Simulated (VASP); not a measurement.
# Si (a cell with a defect) in VASP: single point with PBE

Aim: the single point of Si (a cell with a defect) with PBE.

Everything below comes from runs of VASP 6.6.1. Logs are shortened: lines on timing, memory, paths and dates and some standing lists are left out, and cuts for length are marked.

### Step 1. The cell of the first run

The cell holds a defect, 63 atoms: a = 10.860 Å, b = 10.860 Å, c = 10.860 Å, α = 90.00°, β = 90.00°, γ = 90.00°.

### Step 2. Single point, PBE, collinear spin

The input, INCAR:

```
SYSTEM = Si
  PREC = Accurate
  ENCUT = 520
  EDIFF = 1E-6
  ISMEAR = -1
  SIGMA = 0.02
  LREAL = Auto
  LASPH = .True.
  NELM = 150
  ALGO = Normal
  ISIF = 2
  LWAVE = .False.
  LCHARG = .True.
  ISPIN = 2
  MAGMOM = 0 0 0 0 0 0 0 0 0 0 0 0 0 0 0 0 0 0 0 0 0 0 0 0 0 0 0 0 0 0 0 0 0 1 0 0 0 0 0 0 0 0 0 0 0 0 0 0 0 0 0 0 0 0 0 0 0 0 0 0 0 0 0
  LORBIT = 11
  GGA = PE
  LELF = .True.
  LVHAR = .True.
  NELECT = 251.0
  NBANDS = 167
```

The input, KPOINTS:

```
regular mesh
0
Gamma
  1 1 1
  0 0 0
```

The input, POSCAR:

```
Si
1.0
   10.8600000000      0.0000000000      0.0000000000
    0.0000000000     10.8600000000      0.0000000000
    0.0000000000      0.0000000000     10.8600000000
Si
63
Direct
    0.5004428501     -0.0004608809     -0.0004288547
    0.6255632720      0.1246049560      0.1253156311
    0.7500213858      0.2493801895      0.0005237125
    0.8752233523      0.3745519309      0.1252412203
    0.7511133067     -0.0004613422      0.2503708872
    0.8767436351      0.1238531040      0.3747389664
    0.0004115131     -0.0008103159      0.0000250452
    0.1242585406      0.1235822295      0.1263003627
    0.2493883366      0.2488488380      0.0010560924
    0.3762748910      0.3758033505      0.1259194188
    0.5000576266      0.4999555003      0.0001695711
    0.6243189085      0.6235655585      0.1267151322
    0.7493841607      0.7490335366      0.0009809546
    0.8767528434      0.8751673315      0.1260620626
    0.2518712948     -0.0016557803      0.2516108879
    0.3754135753      0.1257545899      0.3750026022
    0.5004643297      0.2504097334      0.2503444958
    0.6246650472      0.3761605998      0.3746244954
    0.7509015753      0.5001561781      0.2510466562
    0.8760686171      0.6251610439      0.3763140579
    0.4981627976     -0.0022331612      0.4983414561
    0.6243398553      0.1232024695      0.6263422272
    0.7493932317      0.2489329238      0.5008890384
    0.8757240495      0.3749691616      0.6257709965
    0.7509132459     -0.0011288269      0.7497646480
    0.8752441598      0.1246914772      0.8753326954
   -0.0000478232      0.4994599435      0.0003511193
    0.1250914399      0.6247302411      0.1252386478
    0.2501280888      0.7494504887      0.0004156971
    0.3753769371      0.8748863287      0.1242223371
    0.0004169972      0.2498543452      0.2507007035
    0.1253331294      0.3747975396      0.3761150654
    0.2487898228      0.5019953328      0.2529072387
    0.3725880256      0.6290191229      0.3777003065
    0.4981497613      0.7515808261      0.2522079436
    0.6262418721      0.8747213470      0.3752174779
    0.0032271724     -0.0034244163      0.5010660007
    0.1250950254      0.1246932745      0.6252260837
    0.2501046790      0.2494956226      0.5004476425
    0.3745849885      0.3745631968      0.6252984275
    0.4971452384      0.5022843460      0.5017961654
    0.6254391348      0.6245873592      0.6253566054
    0.7501829975      0.7494463699      0.5004437533
    0.8760586789      0.8735669431      0.6247596887
    0.2487985705     -0.0029663235      0.7479489386
    0.3763086296      0.1239797853      0.8741374076
    0.5001024874      0.2497286665      0.7500000816
    0.6255998576      0.3745882821      0.8753528425
    0.7504471543      0.4995052228      0.7504897026
    0.8757999692      0.6242095086      0.8749530269
    0.0032825605      0.7489027947      0.2533970518
    0.1318964410      0.8715939897      0.3784158074
    0.0017384321      0.5009452795      0.5006708954
    0.1290835554      0.6266739902      0.6231048992
    0.3724806284      0.8722483795      0.6207634417
   -0.0000258617      0.2496171406      0.7504755384
    0.1246607778      0.3746583574      0.8753017231
    0.2502145531      0.5000199130      0.7498683987
    0.3745815449      0.6246493284      0.8752851507
    0.4971016261      0.7482035433      0.7475689223
    0.6246483710      0.8753130590      0.8737530206
    0.0018325894      0.7492298393      0.7488682745
    0.1253530461      0.8737664371      0.8751022131
```

Potentials or basis: VASP PAW PBE potentials, release 64 (Si).

Launch:

```sh
$ cat potpaw_PBE.64/Si/POTCAR > POTCAR
$ mpirun -np 1 vasp_gam > vasp.out
```

OUTCAR:

```text
SYSTEM = Si
   PREC = Accurate
   ENCUT = 520
   EDIFF = 1E-6
   ISMEAR = -1
   LREAL = Auto
   LASPH = .True.
   NELM = 150
   ISIF = 2
   ISPIN = 2
   LORBIT = 11
   GGA = PE
   NELECT = 251.0

 ion  position               nearest neighbor table
   1  0.500  1.000  1.000-  46 2.35  61 2.35  30 2.35   2 2.36
   2  0.626  0.125  0.125-   3 2.35   5 2.36   1 2.36  17 2.36
   3  0.750  0.249  0.001-   2 2.35  48 2.35   4 2.35  26 2.35
   4  0.875  0.375  0.125-  27 2.35   3 2.35  31 2.35  19 2.36
   5  0.751  1.000  0.250-   6 2.35  14 2.35  36 2.35   2 2.36
   6  0.877  0.124  0.375-  31 2.34   5 2.35  23 2.37  37 2.38
[... 43 lines left out ...]
  50  0.876  0.624  0.875-  27 2.35  49 2.35  62 2.36  13 2.37
  51  0.003  0.749  0.253-  20 2.34  28 2.35  52 2.36  14 2.38
  52  0.132  0.872  0.378-  15 2.34  37 2.36  51 2.36
  53  0.002  0.501  0.501-  20 2.35  32 2.35  54 2.35  24 2.36
  54  0.129  0.627  0.623-  58 2.35  53 2.35  62 2.36
  55  0.372  0.872  0.621-  21 2.34  60 2.35  45 2.36
  56  1.000  0.250  0.750-  24 2.35  26 2.35  57 2.35  38 2.35
  57  0.125  0.375  0.875-  56 2.35  27 2.35   9 2.36  58 2.36
  58  0.250  0.500  0.750-  40 2.35  59 2.35  54 2.35  57 2.36
  59  0.375  0.625  0.875-  60 2.34  29 2.35  58 2.35  11 2.35
  60  0.497  0.748  0.748-  59 2.34  42 2.35  55 2.35  61 2.39
  61  0.625  0.875  0.874-  25 2.34   1 2.35  13 2.37  60 2.39
  62  0.002  0.749  0.749-  44 2.35  63 2.35  54 2.36  50 2.36
  63  0.125  0.874  0.875-  45 2.34  62 2.35  29 2.35   7 2.35

  LATTYP: Found a simple cubic cell.
 ALAT       =    10.8600000000

  Lattice vectors:

 A1 = (  10.8600000000,   0.0000000000,   0.0000000000)
 A2 = (   0.0000000000,  10.8600000000,   0.0000000000)
 A3 = (   0.0000000000,   0.0000000000,  10.8600000000)

Analysis of symmetry for initial positions (statically):
=====================================================================
 Subroutine PRICEL returns:
 Original cell was already a primitive cell.

 Routine SETGRP: Setting up the symmetry group for a
 simple cubic supercell.

 Subroutine GETGRP returns: Found  1 space group operations
 (whereof  1 operations were pure point group operations)
 out of a pool of 48 trial point group operations.

The static configuration has the point symmetry C_1 .

Analysis of symmetry for dynamics (positions and initial velocities):
=====================================================================
 Subroutine PRICEL returns:
 Original cell was already a primitive cell.

 Routine SETGRP: Setting up the symmetry group for a
 simple cubic supercell.

 Subroutine GETGRP returns: Found  1 space group operations
 (whereof  1 operations were pure point group operations)
 out of a pool of 48 trial point group operations.
[... 257 lines left out ...]
  free energy    TOTEN  =      -338.24893166 eV

  energy without entropy =     -338.22720277  energy(sigma->0) =     -338.23806722

 E-fermi :   6.2179     XC(G=0):  -9.3174

 val. band max:        6.1867823905   @ k =   0.0000   0.0000   0.0000
 cond. band min:       6.2604817250   @ k =   0.0000   0.0000   0.0000
 fundamental gap:      0.0736993345
 Fermi energy:         6.2179423627

 spin component 1

 k-point     1 :       0.0000    0.0000    0.0000
  band No.  band energies     occupation
      1      -6.2067      1.00000
      2      -5.1569      1.00000
      3      -5.1566      1.00000
      4      -5.1517      1.00000
      5      -5.1499      1.00000
      6      -5.1492      1.00000
[... 129 lines left out ...]
    136       6.8764      0.00000
    137       6.9115      0.00000
 Fermi energy:         6.2179423627

 spin component 2

 k-point     1 :       0.0000    0.0000    0.0000
  band No.  band energies     occupation
      1      -6.1965      1.00000
      2      -5.1517      1.00000
      3      -5.1484      1.00000
      4      -5.1411      1.00000
      5      -5.1399      1.00000
      6      -5.1341      1.00000
[... 129 lines left out ...]
    136       6.8850      0.00000
    137       6.9285      0.00000
 [bands above 137 left out]

------------------------ aborting loop because EDIFF is reached ----------------------------------------

  FORCE on cell =-STRESS in cart. coord.  units (eV):
  Direction    XX          YY          ZZ          XY          YZ          ZX
  --------------------------------------------------------------------------------------
  -------------------------------------------------------------------------------------
  Total        6.1227308      6.9642340      6.9080111      1.5771182     -2.5885623     -1.5538098
  in kB        7.6588978      8.7115305      8.6412015      1.9728104     -3.2380215     -1.9436541
  external PRESSURE =       8.3372099 kB  Pullay stress =       0.0000000 kB

 VOLUME and BASIS-vectors are now :
 -----------------------------------------------------------------------------
  energy-cutoff  :      520.00
  volume of cell :     1280.82
      direct lattice vectors                 reciprocal lattice vectors
    10.860000000  0.000000000  0.000000000     0.092081031  0.000000000  0.000000000
     0.000000000 10.860000000  0.000000000     0.000000000  0.092081031  0.000000000
     0.000000000  0.000000000 10.860000000     0.000000000  0.000000000  0.092081031

 POSITION                                       TOTAL-FORCE (eV/Angst)
 -----------------------------------------------------------------------------------
      5.43481     10.85499     10.85534         0.001095     -0.001184     -0.000944
      6.79362      1.35321      1.36093        -0.000809      0.001172     -0.001084
      8.14523      2.70827      0.00569        -0.000850     -0.002990      0.001736
      9.50493      4.06763      1.36012        -0.000787      0.004200     -0.002799
      8.15709     10.85499      2.71903        -0.002052     -0.000670      0.001531
      9.52144      1.34504      4.06967         0.001196      0.000189     -0.003883
[... 55 lines left out ...]
      0.01990      8.13664      8.13271        -0.004612     -0.001775      0.004469
      1.36133      9.48910      9.50361         0.000781     -0.001636     -0.000942
 -----------------------------------------------------------------------------------
    total drift:                                0.019046     -0.015880      0.007327

  FREE ENERGIE OF THE ION-ELECTRON SYSTEM (eV)
  ---------------------------------------------------
  free  energy   TOTEN  =      -338.2489316628 eV

  energy  without entropy=     -338.2272027741  energy(sigma->0) =     -338.23806722

 total charge

# of ion       s       p       d       tot
------------------------------------------
    1        0.738   0.958   0.000   1.696
    2        0.740   0.951   0.000   1.691
    3        0.738   0.957   0.000   1.695
    4        0.739   0.952   0.000   1.692
    5        0.738   0.958   0.000   1.695
    6        0.744   0.937   0.000   1.682
[... 55 lines left out ...]
   62        0.741   0.945   0.000   1.686
   63        0.739   0.959   0.000   1.698
--------------------------------------------------
tot         46.825  59.449   0.000 106.274

 magnetization (x)

# of ion       s       p       d       tot
------------------------------------------
    1        0.000   0.001   0.000   0.001
    2        0.000   0.000   0.000   0.000
    3       -0.000  -0.000   0.000  -0.000
    4       -0.000   0.000   0.000   0.000
    5        0.000   0.001   0.000   0.001
    6        0.001   0.003   0.000   0.003
[... 55 lines left out ...]
   62        0.000   0.005   0.000   0.005
   63        0.000   0.000   0.000   0.000
--------------------------------------------------
tot          0.070   0.296   0.000   0.366
```

Wall time 14 min (1 thread of AMD EPYC 7R43 (Zen 3), shared host); peak memory 1.5 GiB.

What came out:

| Item | Value |
| --- | --- |
| Free energy | -338.2489 eV |
| Largest force | 0.009 eV/Å |
| Net moment | 0.98 μB per cell |
| Site moments | Si +0.00, -0.00, +0.01, +0.02, +0.06, +0.14 (each value once) μB |
| Valence electrons inside the program's atomic spheres | Si 1.70, 1.69, 1.68, 1.63, 1.64 (each value once) |

Forces in eV/Å, atoms in the order of the input:
```
Si   0.001 -0.001 -0.001
Si  -0.001  0.001 -0.001
Si  -0.001 -0.003  0.002
Si  -0.001  0.004 -0.003
Si  -0.002 -0.001  0.002
Si   0.001  0.000 -0.004
Si   0.000 -0.003  0.001
Si  -0.002  0.000  0.000
Si  -0.001  0.001  0.001
Si   0.004  0.002  0.000
Si   0.002 -0.003  0.006
Si  -0.001  0.000  0.001
Si   0.000 -0.002  0.001
Si   0.000  0.004  0.001
Si   0.004 -0.001  0.001
Si  -0.001 -0.001 -0.001
Si   0.001 -0.001  0.001
Si  -0.001  0.005 -0.004
Si  -0.001  0.000  0.000
Si   0.001  0.000  0.001
Si   0.001  0.001  0.000
Si  -0.001 -0.002  0.001
Si  -0.001  0.000  0.004
Si   0.002  0.000 -0.001
Si  -0.002  0.000  0.000
Si  -0.002  0.003 -0.003
Si   0.000 -0.003  0.001
Si   0.000  0.002 -0.003
Si  -0.001 -0.003  0.001
Si   0.000  0.001 -0.001
Si   0.001 -0.001  0.003
Si  -0.001  0.000  0.003
Si  -0.005 -0.002  0.003
Si   0.003  0.004 -0.002
Si   0.002  0.000 -0.001
Si   0.004  0.001 -0.002
Si   0.000 -0.002  0.003
Si  -0.001  0.005 -0.002
Si   0.001 -0.002  0.002
Si   0.001  0.001 -0.001
Si  -0.002 -0.003  0.002
Si   0.001  0.001  0.001
Si   0.001 -0.001  0.002
Si   0.000  0.000  0.000
Si  -0.004 -0.003  0.001
Si   0.002  0.001 -0.002
Si   0.002 -0.005  0.000
Si  -0.001  0.001  0.000
Si   0.000 -0.002  0.001
Si   0.001  0.000 -0.002
Si  -0.001 -0.003  0.002
Si  -0.002  0.006 -0.006
Si  -0.005 -0.002  0.000
Si  -0.003  0.001  0.001
Si   0.004  0.001 -0.003
Si  -0.001 -0.002  0.003
Si   0.002  0.003 -0.004
Si   0.007  0.000 -0.001
Si   0.001  0.002 -0.003
Si  -0.002 -0.002  0.001
Si  -0.002  0.003 -0.004
Si  -0.005 -0.002  0.004
Si   0.001 -0.002 -0.001
```

Levels at points of the mesh, in eV from the Fermi level:
Spin up:
```tsv
k point	band 122	band 123	band 124	band 125	band 126	band 127	band 128	band 129	band 130	band 131
(0.00, 0.00, 0.00)	-1.68	-0.85	-0.82	-0.81	-0.03	0.04	0.06	0.25	0.25	0.28
```
Spin down:
```
           k point  band 122  band 123  band 124  band 125  band 126  band 127  band 128  band 129
(0.00, 0.00, 0.00)     -1.67     -0.80     -0.79     -0.77      0.09      0.13      0.21      0.26
```

Caveat: the k points lie up to 0.58 Å⁻¹ apart; the cell carries a net charge on a neutralising background, which shifts energy and pressure; the cell is charged against a uniform background, so pressure and absolute levels hang on convention.
